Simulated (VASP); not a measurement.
# KTaO3 (P4/mmm) in VASP: notebook

The runs below take KTaO3 through single point, with PBE.

Everything below comes from runs of VASP 6.6.1. Logs are shortened: lines on timing, memory, paths and dates and some standing lists are left out, and cuts for length are marked.

## (1) The cell of the first run

The structure is tetragonal, space group P4/mmm (No. 123). The conventional cell has a = 3.997 Å, b = 3.997 Å, c = 4.245 Å, α = 90.00°, β = 90.00°, γ = 90.00°. K (site symmetry 4/mmm) has 12 O at 2.83 to 2.92 Å and 8 Ta at 3.53 Å within 3.7 Å. Ta (site symmetry 4/mmm) has 6 O at 2.00 to 2.12 Å within 2.6 Å. Within 2.6 Å of O (site symmetry mmm) lie 2 Ta at 2.00 Å. O (site symmetry 4/mmm) has 2 Ta at 2.12 Å within 2.8 Å.

## (2) Single point, PBE (volume 13.562 Å^3 an atom, c/a of the conventional cell 1.0621)

Input file INCAR:

```
SYSTEM = KTaO3
PREC     = Accurate       ! precision mode
ENCUT    = 520            ! plane-wave cutoff, eV
EDIFF    = 1E-6           ! SCF threshold, eV
ISMEAR   = 0              ! smearing method
SIGMA    = 0.05           ! smearing width, eV
LREAL    = .FALSE.        ! projectors in reciprocal space
LASPH    = .TRUE.         ! aspherical terms in the spheres
NELM     = 60             ! most SCF steps
ALGO     = Normal         ! electronic algorithm
ISIF     = 2              ! what is computed and relaxed
LWAVE    = .FALSE.        ! write WAVECAR
LCHARG   = .FALSE.        ! write CHGCAR
GGA      = PE             ! functional
NBANDS   = 27             ! bands
```

Input file KPOINTS:

```
regular mesh
0
G
  8 8 8
  0 0 0
```

Input file POSCAR:

```
KTaO3
1.0
    3.9967726533      0.0000000000      0.0000000000
    0.0000000000      3.9967726533      0.0000000000
    0.0000000000      0.0000000000      4.2449722351
K Ta O
1 1 3
Direct
    0.5000000000      0.5000000000      0.5000000000
    0.0000000000      0.0000000000      0.0000000000
    0.5000000000      0.0000000000      0.0000000000
    0.0000000000      0.5000000000      0.0000000000
    0.0000000000      0.0000000000      0.5000000000
```

Potentials or basis: VASP PAW PBE potentials, release 64 (K_sv, Ta_pv, O).

On the command line:

```bash
> cat potpaw_PBE.64/K_sv/POTCAR potpaw_PBE.64/Ta_pv/POTCAR potpaw_PBE.64/O/POTCAR > POTCAR
> mpirun -np 1 vasp_std > vasp.out
```

OUTCAR:

```text
SYSTEM = KTaO3
   PREC = Accurate
   ENCUT = 520
   EDIFF = 1E-6
   ISMEAR = 0
   LREAL = .FALSE.
   LASPH = .TRUE.
   NELM = 60
   ISIF = 2
   GGA = PE

 ion  position               nearest neighbor table
   1  0.500  0.500  0.500-   5 2.83   5 2.83   5 2.83   5 2.83   2 3.53   2 3.53   2 3.53   2 3.53
                             2 3.53   2 3.53   2 3.53   2 3.53
   2  0.000  0.000  0.000-   3 2.00   4 2.00   4 2.00   3 2.00   5 2.12   5 2.12   1 3.53   1 3.53
                             1 3.53   1 3.53   1 3.53   1 3.53   1 3.53   1 3.53
   3  0.500  0.000  0.000-   2 2.00   2 2.00
   4  0.000  0.500  0.000-   2 2.00   2 2.00
   5  0.000  0.000  0.500-   2 2.12   2 2.12   1 2.83   1 2.83   1 2.83   1 2.83

  LATTYP: Found a simple tetragonal cell.
 ALAT       =     3.9967726533
 C/A-ratio  =     1.0621000000

  Lattice vectors:

 A1 = (   3.9967726533,   0.0000000000,   0.0000000000)
 A2 = (   0.0000000000,   3.9967726533,   0.0000000000)
 A3 = (   0.0000000000,   0.0000000000,   4.2449722351)

Analysis of symmetry for initial positions (statically):
=====================================================================
 Subroutine PRICEL returns:
 Original cell was already a primitive cell.

 Routine SETGRP: Setting up the symmetry group for a
 simple tetragonal supercell.

 Subroutine GETGRP returns: Found 16 space group operations
 (whereof 16 operations were pure point group operations)
 out of a pool of 16 trial point group operations.

The static configuration has the point symmetry D_4h.

Analysis of symmetry for dynamics (positions and initial velocities):
=====================================================================
 Subroutine PRICEL returns:
 Original cell was already a primitive cell.

 Routine SETGRP: Setting up the symmetry group for a
 simple tetragonal supercell.

 Subroutine GETGRP returns: Found 16 space group operations
 (whereof 16 operations were pure point group operations)
 out of a pool of 16 trial point group operations.

The dynamic configuration has the point symmetry D_4h.

 Subroutine INISYM returns: Found 16 space group operations
 (whereof 16 operations are pure point group operations),
 and found     1 'primitive' translations

----------------------------------------------------------------------------------------

                                     Primitive cell

  volume of cell :      67.8100

  direct lattice vectors                    reciprocal lattice vectors
     3.996772653  0.000000000  0.000000000     0.250201872  0.000000000  0.000000000
     0.000000000  3.996772653  0.000000000     0.000000000  0.250201872  0.000000000
     0.000000000  0.000000000  4.244972235     0.000000000  0.000000000  0.235572801

  length of vectors
     3.996772653  3.996772653  4.244972235     0.250201872  0.250201872  0.235572801

  position of ions in fractional coordinates (direct lattice)
     0.500000000  0.500000000  0.500000000
     0.000000000  0.000000000  0.000000000
     0.500000000  0.000000000  0.000000000
     0.000000000  0.500000000  0.000000000
     0.000000000  0.000000000  0.500000000

  ion indices of the primitive-cell ions
   primitive index   ion index
                 1           1
                 2           2
                 3           3
                 4           4
                 5           5

----------------------------------------------------------------------------------------

 KPOINTS: regular mesh

Automatic generation of k-mesh.
 Grid dimensions read from file:
 generate k-points for:    8    8    8

 Generating k-lattice:

  Cartesian coordinates                     Fractional coordinates (reciprocal lattice)
     0.031275234  0.000000000  0.000000000     0.125000000  0.000000000  0.000000000
     0.000000000  0.031275234  0.000000000     0.000000000  0.125000000  0.000000000
     0.000000000  0.000000000  0.029446600     0.000000000  0.000000000  0.125000000

  Length of vectors
     0.031275234  0.031275234  0.029446600

  Shift w.r.t. Gamma in fractional coordinates (k-lattice)
     0.000000000  0.000000000  0.000000000

 Subroutine IBZKPT returns following result:
 ===========================================

 Found     75 irreducible k-points:

 Following reciprocal coordinates:
            Coordinates               Weight
  0.000000  0.000000  0.000000      1.000000
  0.125000  0.000000  0.000000      4.000000
  0.250000  0.000000  0.000000      4.000000
  0.375000  0.000000  0.000000      4.000000
  0.500000  0.000000  0.000000      2.000000
  0.125000  0.125000  0.000000      4.000000
[... 16 lines left out ...]
  0.375000  0.125000  0.125000     16.000000
  0.500000  0.125000  0.125000      8.000000
 [... further k-points ...]
   k-points           NKPTS =     75   k-points in BZ     NKDIM =     75   number of bands    NBANDS=     27
   number of dos      NEDOS =    301   number of ions     NIONS =      5
   total plane-waves  NPLWV =  28800
   dimension x,y,z NGX =    30 NGY =   30 NGZ =   32
   dimension x,y,z NGXF=    60 NGYF=   60 NGZF=   64
   ions per type =               1   1   3
   NGX,Y,Z   is equivalent  to a cutoff of  12.48, 12.48, 12.53 a.u.
   NGXF,Y,Z  is equivalent  to a cutoff of  24.96, 24.96, 25.06 a.u.
 SYSTEM =  KTaO3
   PREC   = accura    normal or accurate (medium, high low for compatibility)
   ISTART =      0    job   : 0-new  1-cont  2-samecut
   ICHARG =      2    charge: 1-file 2-atom 10-const
   ISPIN  =      1    spin polarized calculation?
   LNONCOLLINEAR =      F non collinear calculations
   LSORBIT =      F    spin-orbit coupling
   LASPH  =      T    aspherical Exc in radial PAW
   ENCUT  =  520.0 eV  38.22 Ry    6.18 a.u.   7.43  7.43  7.89*2*pi/ulx,y,z
   NELM   =     60;   NELMIN=  2; NELMDL= -5     # of ELM steps
   EDIFF  = 0.1E-05   stopping-criterion for ELM
   LREAL  =      F    real-space projection
   EDIFFG = 0.1E-04   stopping-criterion for IOM
   NSW    =      0    number of steps for IOM
   IBRION =     -1    ionic relax: 0-MD 1-quasi-New 2-CG
   NFREE  =      0    steps in history (QN), initial steepest desc. (CG)
   ISIF   =      2    stress and relaxation
   ISYM   =      2    0-nonsym 1-usesym 2-fastsym
   POTIM  = 0.5000    time-step for ionic-motion
   TEBEG  =    0.0;   TEEND  =   0.0 temperature during run
   PSTRESS=    0.0 pullay stress
   NELECT =      38.0000    total number of electrons
   NUPDOWN=      -1.0000    fix difference up-down
   EMIN   =  10.00;   EMAX   =-10.00  energy-range for DOS
   EFERMI =   0.00;   METHOD = LEGACY
   ISMEAR =     0;   SIGMA  =   0.05  broadening in eV -4-tet -1-fermi 0-gaus
   EFERMI_NEDOS =   21; number of points for ismear=-14 and -15
   IALGO  =     38    algorithm
   IMIX   =      4    mixing-type and parameters
     AMIX     =   0.40;   BMIX     =  1.00
     AMIX_MAG =   1.60;   BMIX_MAG =  1.00
  volume/ion in A,a.u.               =      13.56        91.52
  Fermi-wavevector in a.u.,A,eV,Ry     =   1.349703  2.550568 24.785697  1.821697
  Thomas-Fermi vector in A             =   2.477268
   LORBIT       =      0    0 simple, 1 ext, 2 COOP (PROOUT), +10 PAW based schemes
   GGA     = PE    functional components
   LHFCALC =     F    Hartree Fock is set to
   AEXX    =    0.0000 exact exchange contribution
   IVDW    =     0    specifies the selected vdW correction
   LEPSILON=     F    determine dielectric tensor
   LRPA    =     F    only Hartree local field effects (RPA)
 non-spin polarized calculation
 Gauss-broadening in eV      SIGMA  =   0.05
  energy-cutoff  :      520.00
  volume of cell :       67.81
 maximum number of plane-waves:      1856
 NGX is ok and might be reduce to    30
   NGX = 15   NGY = 15   NGZ = 15

 number of electron      37.9999976 magnetization

 Free energy of the ion-electron system (eV)
  ---------------------------------------------------
  ext. energy  EPLUGINS =         0.00000000
  ---------------------------------------------------
  free energy    TOTEN  =       -40.88015300 eV

  energy without entropy =      -40.88015300  energy(sigma->0) =      -40.88015300

 E-fermi :   1.6495     XC(G=0): -10.5293

 val. band max:        1.4058973843   @ k =   0.5000   0.5000   0.5000
 cond. band min:       3.3564750760   @ k =   0.0000   0.0000   0.0000
 fundamental gap:      1.9505776917
 Fermi energy:         1.6495350141

 k-point     1 :       0.0000    0.0000    0.0000
  band No.  band energies     occupation
      1     -33.0850      2.00000
      2     -33.0850      2.00000
      3     -33.0390      2.00000
      4     -26.0125      2.00000
      5     -16.1285      2.00000
      6     -15.5698      2.00000
[... 19 lines left out ...]
     26       9.2977      0.00000
     27       9.5901      0.00000

 k-point     2 :       0.1250    0.0000    0.0000
  band No.  band energies     occupation
      1     -33.0975      2.00000
      2     -33.0845      2.00000
      3     -33.0385      2.00000
      4     -26.0093      2.00000
      5     -16.0584      2.00000
      6     -15.5036      2.00000
[... 19 lines left out ...]
     26       9.5129      0.00000
     27       9.7932      0.00000

 k-point     3 :       0.2500    0.0000    0.0000
  band No.  band energies     occupation
      1     -33.1275      2.00000
      2     -33.0834      2.00000
      3     -33.0373      2.00000
      4     -26.0015      2.00000
      5     -15.9590      2.00000
      6     -15.2540      2.00000
[... 19 lines left out ...]
     26      10.1252      0.00000
     27      10.4186      0.00000

 k-point     4 :       0.3750    0.0000    0.0000
  band No.  band energies     occupation
      1     -33.1573      2.00000
      2     -33.0822      2.00000
      3     -33.0362      2.00000
      4     -25.9938      2.00000
      5     -15.9240      2.00000
      6     -14.9514      2.00000
[... 19 lines left out ...]
     26      10.6850      0.00000
     27      11.6530      0.00000
[... 516 lines left out ...]
      4     -25.9975      2.00000
      5     -15.8176      2.00000
      6     -15.2421      2.00000
[... 19 lines left out ...]
     26      10.4165      0.00000
     27      10.6573      0.00000

 k-point    23 :       0.3750    0.1250    0.1250
  band No.  band energies     occupation
      1     -33.1565      2.00000
      2     -33.0945      2.00000
      3     -33.0411      2.00000
      4     -25.9906      2.00000
      5     -15.7645      2.00000
      6     -14.9127      2.00000
[... 19 lines left out ...]
     26      10.9340      0.00000
     27      11.6844      0.00000

 k-point    24 :       0.5000    0.1250    0.1250
  band No.  band energies     occupation
      1     -33.1687      2.00000
      2     -33.0940      2.00000
      3     -33.0406      2.00000
      4     -25.9877      2.00000
      5     -15.7552      2.00000
      6     -14.8310      2.00000
[... 19 lines left out ...]
     26      11.1637      0.00000
     27      11.9584      0.00000

 [... further k-points ...]

------------------------ aborting loop because EDIFF is reached ----------------------------------------

  FORCE on cell =-STRESS in cart. coord.  units (eV):
  Direction    XX          YY          ZZ          XY          YZ          ZX
  --------------------------------------------------------------------------------------
  -------------------------------------------------------------------------------------
  Total        0.0839027      0.0839027     -6.7530566      0.0000000      0.0000000      0.0000000
  in kB        1.9824057      1.9824057   -159.5575021      0.0000000      0.0000000      0.0000000
  external PRESSURE =     -51.8642303 kB  Pullay stress =       0.0000000 kB

 VOLUME and BASIS-vectors are now :
 -----------------------------------------------------------------------------
  energy-cutoff  :      520.00
  volume of cell :       67.81
      direct lattice vectors                 reciprocal lattice vectors
     3.996772653  0.000000000  0.000000000     0.250201872  0.000000000  0.000000000
     0.000000000  3.996772653  0.000000000     0.000000000  0.250201872  0.000000000
     0.000000000  0.000000000  4.244972235     0.000000000  0.000000000  0.235572801

 POSITION                                       TOTAL-FORCE (eV/Angst)
 -----------------------------------------------------------------------------------
      1.99839      1.99839      2.12249         0.000000      0.000000      0.000000
      0.00000      0.00000      0.00000         0.000000      0.000000      0.000000
      1.99839      0.00000      0.00000         0.000000      0.000000      0.000000
      0.00000      1.99839      0.00000         0.000000      0.000000      0.000000
      0.00000      0.00000      2.12249         0.000000      0.000000      0.000000
 -----------------------------------------------------------------------------------
    total drift:                                0.000000     -0.000000      0.000000

  FREE ENERGIE OF THE ION-ELECTRON SYSTEM (eV)
  ---------------------------------------------------
  free  energy   TOTEN  =       -40.8801530043 eV

  energy  without entropy=      -40.8801530043  energy(sigma->0) =      -40.88015300
```

Run time: 46 s. Hardware: 1 thread of Intel Xeon 6975P-C (Granite Rapids), shared host; peak memory 0.26 GiB.

Results:

```yaml
Free_energy: -40.8802 eV
Pressure: -5.2 GPa
Band_gap_on_the_k_mesh: 1.95 eV, indirect (least direct gap 2.50 eV)
```

Caveat: spin-orbit coupling is left out, which moves the levels of the heavy elements. A k mesh can miss the band edges.

## (3) Single point, PBE (volume 13.562 Å^3 an atom, c/a of the conventional cell 0.9415)

Input file INCAR:

```
ALGO = Normal ; EDIFF = 1E-7
ENCUT = 520 ; GGA = PE
ISIF = 2 ; ISMEAR = 0
LASPH = True ; LCHARG = False
LREAL = False ; LWAVE = False
NBANDS = 27 ; NELM = 60
PREC = Accurate ; SIGMA = 0.05
```

Input file KPOINTS:

```
k-points
0
Gamma
  8 8 8
```

Changes to POSCAR since step 2:

```diff
@@ -2,5 +2,5 @@
 1.0
-    3.9967726533      0.0000000000      0.0000000000
-    0.0000000000      3.9967726533      0.0000000000
-    0.0000000000      0.0000000000      4.2449722351
+    4.1606176460      0.0000000000      0.0000000000
+    0.0000000000      4.1606176460      0.0000000000
+    0.0000000000      0.0000000000      3.9172215138
 K Ta O
```

Potentials or basis: VASP PAW PBE potentials, release 64 (K_sv, Ta_pv, O).

On the command line:

```bash
> cat potpaw_PBE.64/K_sv/POTCAR potpaw_PBE.64/Ta_pv/POTCAR potpaw_PBE.64/O/POTCAR > POTCAR
> mpirun -np 1 vasp_std > vasp.out
```

Wall time 47 s (1 thread of Intel Xeon 6975P-C (Granite Rapids), shared host); peak memory 0.27 GiB.

The run converged. Its results:

| Quantity | Value |
| --- | --- |
| Free energy | -40.8613 eV |
| Pressure | -5.1 GPa |
| Band gap on the k mesh | 1.91 eV, indirect (least direct gap 2.54 eV) |

Stress tensor (GPa, compression positive):
```
-11.61   0.00   0.00
  0.00 -11.61   0.00
  0.00   0.00   7.85
```

Levels at points of the mesh, in eV from the valence-band top:
```csv
k point,band 17,band 18,band 19,band 20,band 21,band 22
"(0.00, 0.00, 0.00)",-0.65,-0.65,-0.63,1.91,1.99,1.99
"(0.50, 0.00, 0.00)",-1.40,-1.01,-0.82,2.10,4.29,4.30
"(0.50, 0.50, 0.00)",-1.83,-1.83,-0.05,4.32,4.32,5.39
"(0.00, 0.00, 0.50)",-1.31,-0.81,-0.81,2.09,5.03,5.03
"(0.50, 0.00, 0.50)",-1.24,-1.20,-0.13,4.34,5.05,5.96
"(0.50, 0.50, 0.50)",-0.08,-0.08,0.00,5.51,6.05,6.05
```

Caveat: spin-orbit coupling is left out, which moves the levels of the heavy elements. A k mesh can miss the band edges.
